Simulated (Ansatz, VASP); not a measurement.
Two plane-wave programs on ZnS

```xyz
4
Lattice="3.8230 0.0000 0.0000 -1.9115 3.3108 0.0000 0.0000 0.0000 6.2610" Properties=species:S:1:pos:R:3 pbc="T T T"
Zn    0.0000    2.2072    0.0000
Zn    1.9115    1.1036    3.1305
S     0.0000    2.2072    3.1305
S     1.9115    1.1036    6.2610
```

Alike in both runs: task single point; functional r2SCAN; k mesh 6 × 6 × 4; occupations gaussian, width 0.1 eV; no spin polarisation.

```csv
,VASP,Ansatz
version,VASP 6.6.1,Ansatz 0.2.0
potentials or method,"VASP PAW PBE potentials, release 64 (Zn, S), cutoff 520 eV","scalar-relativistic, plane waves, PAW"
valence electrons in the cell,36,36
```

|  | VASP | Ansatz | Ansatz less VASP |
| --- | --- | --- | --- |
| gap on the k mesh at the Fermi level (eV) | 3.04 | 3.03 | -0.010 |
| least direct gap on the mesh (eV) | 3.06 | 3.05 | -0.009 |
| pressure (GPa) | 4.7 | 4.5 | -0.13 |
| traceless stress, the component that is largest in VASP (GPa) | -4.73 | -4.61 | +0.116 |

VASP's potentials were made for PBE, not for r2SCAN.
